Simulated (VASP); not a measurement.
# PbS (Pm-3m) in VASP: notebook, part 2 of 3

VASP 6.6.1. The steps go on from the part before.

**4. Single point, HSE06**

This run uses another cell than the first one, of 23.41 Å³/atom.

The input, POSCAR:

```
PbS
1.0
    3.6042791765      0.0000000000      0.0000000000
    0.0000000000      3.6042791765      0.0000000000
    0.0000000000      0.0000000000      3.6042791765
Pb S
1 1
Direct
    0.0000000000      0.0000000000      0.0000000000
    0.5000000000      0.5000000000      0.5000000000
```

The input, INCAR.step1:

```
SYSTEM = PbS
ALGO     = Normal         ! electronic algorithm
EDIFF    = 1E-5           ! SCF threshold, eV
ENCUT    = 520            ! plane-wave cutoff, eV
GGA      = PE             ! functional
ISIF     = 2              ! what is computed and relaxed
ISMEAR   = -1             ! smearing method
LASPH    = .True.         ! aspherical terms in the spheres
LREAL    = .False.        ! projectors in reciprocal space
LWAVE    = .True.         ! write WAVECAR
NBANDS   = 17             ! bands
NELM     = 80             ! most SCF steps
PREC     = Accurate       ! precision mode
SIGMA    = 0.05           ! smearing width, eV
```

The input, INCAR.step2:

```
SYSTEM = PbS
ALGO     = Normal         ! electronic algorithm
EDIFF    = 1E-6           ! SCF threshold, eV
ENCUT    = 520            ! plane-wave cutoff, eV
GGA      = PE             ! functional
HFSCREEN = 0.2079         ! screening, 1/A
ISIF     = 2              ! what is computed and relaxed
ISMEAR   = -1             ! smearing method
ISTART   = 1            
LASPH    = .True.         ! aspherical terms in the spheres
LCHARG   = .True.         ! write CHGCAR
LELF     = .True.         ! ELF
LHFCALC  = .True.         ! exact exchange
LREAL    = .False.        ! projectors in reciprocal space
LVHAR    = .True.       
LWAVE    = .False.        ! write WAVECAR
NBANDS   = 17             ! bands
NELM     = 80             ! most SCF steps
PREC     = Accurate       ! precision mode
PRECFOCK = Normal       
SIGMA    = 0.05           ! smearing width, eV
```

The input, KPOINTS:

```
k-points
0
Gamma
  4 4 4
  0 0 0
```

Potentials or basis: VASP PAW PBE potentials, release 64 (Pb_d, S).

Launch:

```bash
$ cat potpaw_PBE.64/Pb_d/POTCAR potpaw_PBE.64/S/POTCAR > POTCAR
$ cp INCAR.step1 INCAR
$ mpirun -np 1 vasp_std > vasp.out
$ cp INCAR.step2 INCAR
$ mpirun -np 1 vasp_std > vasp.out
```

OUTCAR:

```text
SYSTEM = PbS
   EDIFF = 1E-6
   ENCUT = 520
   GGA = PE
   HFSCREEN = 0.2079
   ISIF = 2
   ISMEAR = -1
   ISTART = 1
   LASPH = .True.
   LHFCALC = .True.
   LREAL = .False.
   NELM = 80
   PREC = Accurate
   PRECFOCK = Normal

 ion  position               nearest neighbor table
   1  0.000  0.000  0.000-   2 3.12   2 3.12   2 3.12   2 3.12   2 3.12   2 3.12   2 3.12   2 3.12

   2  0.500  0.500  0.500-   1 3.12   1 3.12   1 3.12   1 3.12   1 3.12   1 3.12   1 3.12   1 3.12

  LATTYP: Found a simple cubic cell.
 ALAT       =     3.6042791765

  Lattice vectors:

 A1 = (   3.6042791765,   0.0000000000,   0.0000000000)
 A2 = (   0.0000000000,   3.6042791765,   0.0000000000)
 A3 = (   0.0000000000,   0.0000000000,   3.6042791765)

Analysis of symmetry for initial positions (statically):
=====================================================================
 Subroutine PRICEL returns:
 Original cell was already a primitive cell.

 Routine SETGRP: Setting up the symmetry group for a
 simple cubic supercell.

[... 154 lines left out ...]
  ---------------------------------------------------
  free energy    TOTEN  =        -9.78556155 eV

  energy without entropy =       -9.78436631  energy(sigma->0) =       -9.78496393

 E-fermi :   6.1659     XC(G=0):  -8.5806

 val. band max:        5.9660647997   @ k =   0.5000   0.5000   0.5000
 cond. band min:       6.3500410109   @ k =   0.5000   0.0000   0.0000
 fundamental gap:      0.3839762112
 Fermi energy:         6.1658500861

 k-point     1 :       0.0000    0.0000    0.0000
  band No.  band energies     occupation
      1     -12.4538      2.00000
      2     -12.4538      2.00000
      3     -12.2207      2.00000
      4     -12.2207      2.00000
      5     -12.2207      2.00000
      6      -8.6635      2.00000
[... 177 lines left out ...]
      4     -12.1492      2.00000
      5     -12.1492      2.00000
      6      -5.9672      2.00000
[... 9 lines left out ...]
     16      21.6490      0.00000
     17      24.3044      0.00000

------------------------ aborting loop because EDIFF is reached ----------------------------------------

  FORCE on cell =-STRESS in cart. coord.  units (eV):
  Direction    XX          YY          ZZ          XY          YZ          ZX
  --------------------------------------------------------------------------------------
  -------------------------------------------------------------------------------------
  Total       -0.0429079     -0.0429079     -0.0429079      0.0000000      0.0000000     -0.0000000
  in kB       -1.4682234     -1.4682234     -1.4682234      0.0000000      0.0000000     -0.0000000
  external PRESSURE =      -1.4682234 kB  Pullay stress =       0.0000000 kB

 VOLUME and BASIS-vectors are now :
 -----------------------------------------------------------------------------
  energy-cutoff  :      520.00
  volume of cell :       46.82
      direct lattice vectors                 reciprocal lattice vectors
     3.604279176  0.000000000  0.000000000     0.277447986  0.000000000  0.000000000
     0.000000000  3.604279176  0.000000000     0.000000000  0.277447986  0.000000000
     0.000000000  0.000000000  3.604279176     0.000000000  0.000000000  0.277447986

 POSITION                                       TOTAL-FORCE (eV/Angst)
 -----------------------------------------------------------------------------------
      0.00000      0.00000      0.00000         0.000000      0.000000      0.000000
      1.80214      1.80214      1.80214         0.000000      0.000000      0.000000
 -----------------------------------------------------------------------------------
    total drift:                                0.000001      0.000001     -0.000003

  FREE ENERGIE OF THE ION-ELECTRON SYSTEM (eV)
  ---------------------------------------------------
  free  energy   TOTEN  =        -9.7855615499 eV

  energy  without entropy=       -9.7843663092  energy(sigma->0) =       -9.78496393
```

OUTCAR.step1:

```text
SYSTEM = PbS
   EDIFF = 1E-5
   ENCUT = 520
   GGA = PE
   ISIF = 2
   ISMEAR = -1
   LASPH = .True.
[... 405 lines left out ...]
      0.00000      0.00000      0.00000         0.000000      0.000000      0.000000
      1.80214      1.80214      1.80214         0.000000      0.000000      0.000000
 -----------------------------------------------------------------------------------
    total drift:                               -0.000000      0.000000      0.000000

  FREE ENERGIE OF THE ION-ELECTRON SYSTEM (eV)
  ---------------------------------------------------
  free  energy   TOTEN  =        -8.1759936992 eV

  energy  without entropy=       -8.1723833880  energy(sigma->0) =       -8.17418854
```

OSZICAR.step1:

```text
N       E                     dE             d eps       ncg     rms          rms(c)
DAV:   1     0.148836073564E+03    0.14884E+03   -0.98641E+03   348   0.130E+03
DAV:   2     0.106755263182E+01   -0.14777E+03   -0.14257E+03   373   0.306E+02
DAV:   3    -0.862018671942E+01   -0.96877E+01   -0.95988E+01   473   0.834E+01
DAV:   4    -0.881818817679E+01   -0.19800E+00   -0.19788E+00   415   0.129E+01
DAV:   5    -0.882556768475E+01   -0.73795E-02   -0.73792E-02   494   0.232E+00    0.446E+00
DAV:   6    -0.818593732353E+01    0.63963E+00   -0.16285E+00   532   0.947E+00    0.316E+00
DAV:   7    -0.817898816283E+01    0.69492E-02   -0.12509E-01   390   0.188E+00    0.187E+00
DAV:   8    -0.817603469176E+01    0.29535E-02   -0.13637E-02   387   0.115E+00    0.347E-01
DAV:   9    -0.817592071450E+01    0.11398E-03   -0.10862E-03   471   0.267E-01    0.862E-02
DAV:  10    -0.817600149264E+01   -0.80778E-04   -0.15620E-04   377   0.857E-02    0.687E-02
DAV:  11    -0.817599369919E+01    0.77935E-05   -0.20739E-05   324   0.444E-02
   1 F= -.81759937E+01 E0= -.81741885E+01  d E =-.361031E-02
```

Run time: 16 min. Hardware: 1 thread of Intel Xeon 8259CL, shared host; peak memory 0.28 GiB.

What came out:

```
Free energy            : -9.7856 eV
Pressure               : -0.1 GPa
Band gap on the k mesh : zero (bands 10 and 11 overlap by 0.38 eV)
```

Caveat: the k points lie up to 0.44 Å⁻¹ apart; the PAW data sets were made with another functional, which shifts forces and pressure a little; spin-orbit coupling is left out, which moves the levels of the heavy elements.

**5. Single point, HSE06**

This run uses another cell than the first one, of 23.90 Å³/atom.

The input, POSCAR:

```
PbS
1.0
    3.6291370598      0.0000000000      0.0000000000
    0.0000000000      3.6291370598      0.0000000000
    0.0000000000      0.0000000000      3.6291370598
Pb S
1 1
Direct
    0.0000000000      0.0000000000      0.0000000000
    0.5000000000      0.5000000000      0.5000000000
```

The input, INCAR.step1:

```
  ALGO = Normal
  EDIFF = 1E-5
  ENCUT = 520
  GGA = PE
  ISIF = 2
  ISMEAR = -1
  LASPH = T
  LCHARG = F
  LREAL = F
  LWAVE = T
  NBANDS = 17
  NELM = 60
  PREC = Accurate
  SIGMA = 0.05
```

The input, INCAR.step2:

```
  ALGO = Normal
  EDIFF = 1E-6
  ENCUT = 520
  GGA = PE
  HFSCREEN = 0.2079
  ISIF = 2
  ISMEAR = -1
  ISTART = 1
  LASPH = T
  LCHARG = F
  LHFCALC = T
  LREAL = F
  LWAVE = F
  NBANDS = 17
  NELM = 60
  PREC = Accurate
  PRECFOCK = Normal
  SIGMA = 0.05
```

The input, KPOINTS:

```
k-points
0
Gamma
  4 4 4
```

Potentials or basis: VASP PAW PBE potentials, release 64 (Pb_d, S).

Launch:

```bash
$ cat potpaw_PBE.64/Pb_d/POTCAR potpaw_PBE.64/S/POTCAR > POTCAR
$ cp INCAR.step1 INCAR
$ mpirun -np 1 vasp_std > vasp.out
$ cp INCAR.step2 INCAR
$ mpirun -np 1 vasp_std > vasp.out
```

OUTCAR:

```text
EDIFF = 1E-6
   ENCUT = 520
   GGA = PE
   HFSCREEN = 0.2079
   ISIF = 2
   ISMEAR = -1
   ISTART = 1
   LASPH = T
   LHFCALC = T
   LREAL = F
   NELM = 60
   PREC = Accurate
   PRECFOCK = Normal

 ion  position               nearest neighbor table
   1  0.000  0.000  0.000-   2 3.14   2 3.14   2 3.14   2 3.14   2 3.14   2 3.14   2 3.14   2 3.14

   2  0.500  0.500  0.500-   1 3.14   1 3.14   1 3.14   1 3.14   1 3.14   1 3.14   1 3.14   1 3.14

  LATTYP: Found a simple cubic cell.
 ALAT       =     3.6291370598

  Lattice vectors:

 A1 = (   3.6291370598,   0.0000000000,   0.0000000000)
 A2 = (   0.0000000000,   3.6291370598,   0.0000000000)
 A3 = (   0.0000000000,   0.0000000000,   3.6291370598)

Analysis of symmetry for initial positions (statically):
=====================================================================
 Subroutine PRICEL returns:
 Original cell was already a primitive cell.

 Routine SETGRP: Setting up the symmetry group for a
 simple cubic supercell.

 Subroutine GETGRP returns: Found 48 space group operations
 (whereof 48 operations were pure point group operations)
 out of a pool of 48 trial point group operations.

The static configuration has the point symmetry O_h .

Analysis of symmetry for dynamics (positions and initial velocities):
=====================================================================
 Subroutine PRICEL returns:
 Original cell was already a primitive cell.

 Routine SETGRP: Setting up the symmetry group for a
 simple cubic supercell.

 Subroutine GETGRP returns: Found 48 space group operations
 (whereof 48 operations were pure point group operations)
 out of a pool of 48 trial point group operations.

The dynamic configuration has the point symmetry O_h .

 Subroutine INISYM returns: Found 48 space group operations
 (whereof 48 operations are pure point group operations),
 and found     1 'primitive' translations

----------------------------------------------------------------------------------------

                                     Primitive cell

  volume of cell :      47.7980

  direct lattice vectors                    reciprocal lattice vectors
     3.629137060  0.000000000  0.000000000     0.275547598  0.000000000  0.000000000
     0.000000000  3.629137060  0.000000000     0.000000000  0.275547598  0.000000000
     0.000000000  0.000000000  3.629137060     0.000000000  0.000000000  0.275547598

  length of vectors
     3.629137060  3.629137060  3.629137060     0.275547598  0.275547598  0.275547598

  position of ions in fractional coordinates (direct lattice)
     0.000000000  0.000000000  0.000000000
     0.500000000  0.500000000  0.500000000

  ion indices of the primitive-cell ions
   primitive index   ion index
                 1           1
                 2           2

[... 23 lines left out ...]

 Found     10 irreducible k-points:

 Following reciprocal coordinates:
            Coordinates               Weight
  0.000000  0.000000  0.000000      1.000000
  0.250000  0.000000  0.000000      6.000000
  0.500000  0.000000  0.000000      3.000000
  0.250000  0.250000  0.000000     12.000000
  0.500000  0.250000  0.000000     12.000000
  0.500000  0.500000  0.000000      3.000000
  0.250000  0.250000  0.250000      8.000000
  0.500000  0.250000  0.250000     12.000000
  0.500000  0.500000  0.250000      6.000000
  0.500000  0.500000  0.500000      1.000000
   k-points           NKPTS =     10   k-points in BZ     NKDIM =     64   number of bands    NBANDS=     17
   number of dos      NEDOS =    301   number of ions     NIONS =      2
   total plane-waves  NPLWV =  21952
   dimension x,y,z NGX =    28 NGY =   28 NGZ =   28
   dimension x,y,z NGXF=    56 NGYF=   56 NGZF=   56
   ions per type =               1   1
   NGX,Y,Z   is equivalent  to a cutoff of  12.83, 12.83, 12.83 a.u.
   NGXF,Y,Z  is equivalent  to a cutoff of  25.65, 25.65, 25.65 a.u.
 SYSTEM =  unknown system
   PREC   = accura    normal or accurate (medium, high low for compatibility)
   ISTART =      1    job   : 0-new  1-cont  2-samecut
   ICHARG =      0    charge: 1-file 2-atom 10-const
   ISPIN  =      1    spin polarized calculation?
   LNONCOLLINEAR =      F non collinear calculations
   LSORBIT =      F    spin-orbit coupling
   LASPH  =      T    aspherical Exc in radial PAW
   ENCUT  =  520.0 eV  38.22 Ry    6.18 a.u.   6.75  6.75  6.75*2*pi/ulx,y,z
   NELM   =     60;   NELMIN=  2; NELMDL=  0     # of ELM steps
   EDIFF  = 0.1E-05   stopping-criterion for ELM
   LREAL  =      F    real-space projection
   EDIFFG = 0.1E-04   stopping-criterion for IOM
   NSW    =      0    number of steps for IOM
   IBRION =     -1    ionic relax: 0-MD 1-quasi-New 2-CG
   NFREE  =      0    steps in history (QN), initial steepest desc. (CG)
   ISIF   =      2    stress and relaxation
   ISYM   =      3    0-nonsym 1-usesym 2-fastsym
   POTIM  = 0.5000    time-step for ionic-motion
   TEBEG  =    0.0;   TEEND  =   0.0 temperature during run
   PSTRESS=    0.0 pullay stress
   NELECT =      20.0000    total number of electrons
   NUPDOWN=      -1.0000    fix difference up-down
   EMIN   =  10.00;   EMAX   =-10.00  energy-range for DOS
   EFERMI =   0.00;   METHOD = LEGACY
   ISMEAR =    -1;   SIGMA  =   0.05  broadening in eV -4-tet -1-fermi 0-gaus
   EFERMI_NEDOS =   21; number of points for ismear=-14 and -15
   IALGO  =     38    algorithm
   IMIX   =      1    mixing-type and parameters
     AMIX     =   0.40;   BMIX     =  1.00
     AMIX_MAG =   1.60;   BMIX_MAG =  1.00
  volume/ion in A,a.u.               =      23.90       161.28
  Fermi-wavevector in a.u.,A,eV,Ry     =   1.224470  2.313913 20.399577  1.499327
  Thomas-Fermi vector in A             =   2.359543
   LORBIT       =      0    0 simple, 1 ext, 2 COOP (PROOUT), +10 PAW based schemes
   GGA     = PE    functional components
   LHFCALC =     T    Hartree Fock is set to
   PRECFOCK=normal    Normal, Fast or Accurate (Low or Medium for compatibility)
   ENCUT4O =  -1.0   cutoff for four orbital integrals eV
   NKREDX  =     1    reduce k-point grid by
   NKREDY  =     1    reduce k-point grid by
   NKREDZ  =     1    reduce k-point grid by
   AEXX    =    0.2500 exact exchange contribution
   HFSCREEN=    0.2079 screening length (either q_TF or 0.3 A-1)
   HFSCREENC=   0.2079 screening length for correlation (either q_TF or 0.3 A-1)
   ENCUTFOCK=  -1.0 apply spherical cutoff to Coloumb kernel
   IVDW    =     0    specifies the selected vdW correction
   LEPSILON=     F    determine dielectric tensor
   LRPA    =     F    only Hartree local field effects (RPA)
 non-spin polarized calculation
  energy-cutoff  :      520.00
  volume of cell :       47.80
 maximum number of plane-waves:      1328
 NGX is ok and might be reduce to    28
  NGX = 24; NGY = 24; NGZ = 24

 number of electron      19.9999994 magnetization

 Free energy of the ion-electron system (eV)
  ---------------------------------------------------
  ext. energy  EPLUGINS =         0.00000000
  ---------------------------------------------------
  free energy    TOTEN  =        -9.78153989 eV

  energy without entropy =       -9.77880747  energy(sigma->0) =       -9.78017368

 E-fermi :   5.9167     XC(G=0):  -8.5022

 val. band max:        5.7901428351   @ k =   0.5000   0.5000   0.5000
 cond. band min:       6.0394536619   @ k =   0.5000   0.0000   0.0000
 fundamental gap:      0.2493108268
 Fermi energy:         5.9167170451

 k-point     1 :       0.0000    0.0000    0.0000
  band No.  band energies     occupation
      1     -12.6983      2.00000
      2     -12.6983      2.00000
      3     -12.4794      2.00000
      4     -12.4794      2.00000
      5     -12.4794      2.00000
      6      -8.7434      2.00000
[... 177 lines left out ...]
      4     -12.4140      2.00000
      5     -12.4140      2.00000
      6      -6.1640      2.00000
[... 9 lines left out ...]
     16      21.1829      0.00000
     17      23.9670      0.00000

------------------------ aborting loop because EDIFF is reached ----------------------------------------

  FORCE on cell =-STRESS in cart. coord.  units (eV):
  Direction    XX          YY          ZZ          XY          YZ          ZX
  --------------------------------------------------------------------------------------
  -------------------------------------------------------------------------------------
  Total       -0.3950705     -0.3950705     -0.3950705     -0.0000000     -0.0000000      0.0000000
  in kB      -13.2426557    -13.2426557    -13.2426557     -0.0000000     -0.0000000      0.0000000
  external PRESSURE =     -13.2426557 kB  Pullay stress =       0.0000000 kB

 VOLUME and BASIS-vectors are now :
 -----------------------------------------------------------------------------
  energy-cutoff  :      520.00
  volume of cell :       47.80
      direct lattice vectors                 reciprocal lattice vectors
     3.629137060  0.000000000  0.000000000     0.275547598  0.000000000  0.000000000
     0.000000000  3.629137060  0.000000000     0.000000000  0.275547598  0.000000000
     0.000000000  0.000000000  3.629137060     0.000000000  0.000000000  0.275547598

 POSITION                                       TOTAL-FORCE (eV/Angst)
 -----------------------------------------------------------------------------------
      0.00000      0.00000      0.00000         0.000000      0.000000      0.000000
      1.81457      1.81457      1.81457         0.000000      0.000000      0.000000
 -----------------------------------------------------------------------------------
    total drift:                               -0.000011     -0.000005     -0.000010

  FREE ENERGIE OF THE ION-ELECTRON SYSTEM (eV)
  ---------------------------------------------------
  free  energy   TOTEN  =        -9.7815398866 eV

  energy  without entropy=       -9.7788074730  energy(sigma->0) =       -9.78017368
```

OUTCAR.step1:

```text
EDIFF = 1E-5
   ENCUT = 520
   GGA = PE
   ISIF = 2
   ISMEAR = -1
[... 405 lines left out ...]
 -----------------------------------------------------------------------------------
      0.00000      0.00000      0.00000         0.000000      0.000000      0.000000
      1.81457      1.81457      1.81457         0.000000      0.000000      0.000000
 -----------------------------------------------------------------------------------
    total drift:                               -0.000000      0.000000      0.000000

  FREE ENERGIE OF THE ION-ELECTRON SYSTEM (eV)
  ---------------------------------------------------
  free  energy   TOTEN  =        -8.1835349274 eV

  energy  without entropy=       -8.1781680219  energy(sigma->0) =       -8.18085147
```

Run time: 17 min. Hardware: 1 thread of Intel Xeon 8259CL, shared host; peak memory 0.28 GiB.

Results:

```
Free energy            : -9.7815 eV
Pressure               : -1.3 GPa
Band gap on the k mesh : zero (bands 10 and 11 overlap by 0.25 eV)
```

Caveat: the k points lie up to 0.43 Å⁻¹ apart; the PAW data sets were made with another functional, which shifts forces and pressure a little; spin-orbit coupling is left out, which moves the levels of the heavy elements.

[end of part 2 of 3]
